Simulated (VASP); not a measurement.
Runs of VASP 6.6.1 on WC. The structure is that of space group Fm-3m (No. 225), or close to it. The cells are those of the table. 

```csv
cell,gap on the mesh (eV),pressure (GPa)
"a = 3.164, b = 3.164, c = 3.225 Å, angles 59.4, 59.4, 61.3°, 2 atoms",none,-31.1
"a = 2.853 Å, angles 60.0°, 2 atoms",none,142.3
"a = 3.040, b = 3.040, c = 3.101 Å, angles 59.3, 59.3, 61.3°, 2 atoms",none,8.0
"a = 3.103, b = 3.103, c = 2.977 Å, angles 61.3, 61.3, 57.3°, 2 atoms",none,(b)
"a = 3.040, b = 3.040, c = 2.977 Å, angles 60.7, 60.7, 58.6°, 2 atoms",none,(a)
```

Alike in all rows: task single point; level PBEsol; potentials or basis VASP PAW PBE potentials, release 64 (W_sv, C); no spin polarisation; k mesh 18 × 18 × 18; cutoff (eV) 520; smearing gaussian 0.15 eV.

Question: Estimate the missing entries.

Answer: (a) 26.7; (b) 12.7.

Caveats: the PAW data sets were made with another functional, which shifts forces and pressure a little; spin-orbit coupling is left out, which moves the levels of the heavy elements; the cell stands under pressure (at least some runs); the cell stands under tension (at least some runs).

A k mesh can miss the band edges, and the runs leave out spin-orbit coupling on W.

A gap of «none» marks levels without a gap at the run's occupations.
